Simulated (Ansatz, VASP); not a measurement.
Given: the input of a run of Ansatz 0.2.0 on AlN.

File input.yaml:

```yaml
crystal:
  lattice:
    - [0.0, 2.1839935596, 2.1839935596]
    - [2.1839935596, 0.0, 2.1839935596]
    - [2.1839935596, 2.1839935596, 0.0]
  atoms:
    - { symbol: Al, position: [0.0, 0.0, 0.0] }
    - { symbol: "N", position: [0.25, 0.25, 0.25] }
kpoints:
  mp_grid: { grid: [10, 10, 10] }
scf:
  occupations: { method: fermi_dirac, width: 0.05 }
hamiltonian:
  xc: lda
  pseudopotentials: { kind: all_electron, lapw: { basis_error: 0.001 } }
output:
  forces: true
  stress: true
relax:
  f_tol: 0.01
  max_steps: 60
  cell: {}
```

Potentials or basis: all-electron LAPW, scalar-relativistic.

Launch:

```console
$ ansatz run input.yaml --threads 1 --pin off --max-ram 3072MiB --backend cpu --events-out ev --progress --plain --runs-dir out
```

**Question.** Set up the same calculation for VASP 6.6.1. Potentials there: VASP PAW LDA potentials, release 64 (Al, N).

**Answer.** As run (the cutoff follows the program's own potentials):

File INCAR:

```
SYSTEM = AlN
  ALGO = Normal
  EDIFF = 1E-7
  EDIFFG = -0.01
  ENCUT = 600
  GGA = CA
  IBRION = 2
  ISIF = 3
  ISMEAR = -1
  LASPH = .TRUE.
  LCHARG = .FALSE.
  LREAL = .FALSE.
  LWAVE = .FALSE.
  NELM = 100
  NSW = 80
  PREC = Accurate
  SIGMA = 0.05
```

The input KPOINTS:

```
k-points
0
G
  10 10 10
  0 0 0
```

File POSCAR:

```
AlN
1.0
    0.0000000000      2.1839935596      2.1839935596
    2.1839935596      0.0000000000      2.1839935596
    2.1839935596      2.1839935596      0.0000000000
Al N
1 1
Direct
    0.0000000000      0.0000000000      0.0000000000
    0.2500000000      0.2500000000      0.2500000000
```

Potentials or basis: VASP PAW LDA potentials, release 64 (Al, N).

The run is started by

```console
$ cat potpaw_LDA.64/Al/POTCAR potpaw_LDA.64/N/POTCAR > POTCAR
$ mpirun -np 1 vasp_std > vasp.out
```

Both were run:

|  | VASP | Ansatz | Ansatz less VASP |
| --- | --- | --- | --- |
| relaxed volume (Å³/atom) | 10.26 | 10.23 | -0.028 |
| relaxed cell length with the largest relative difference (Å) | 3.073 | 3.070 | -0.0028 |

LDA's correlation is that of Perdew and Zunger in VASP and of Perdew and Wang (1992) in Ansatz. Ansatz ran all-electron here, and VASP with PAW potentials.
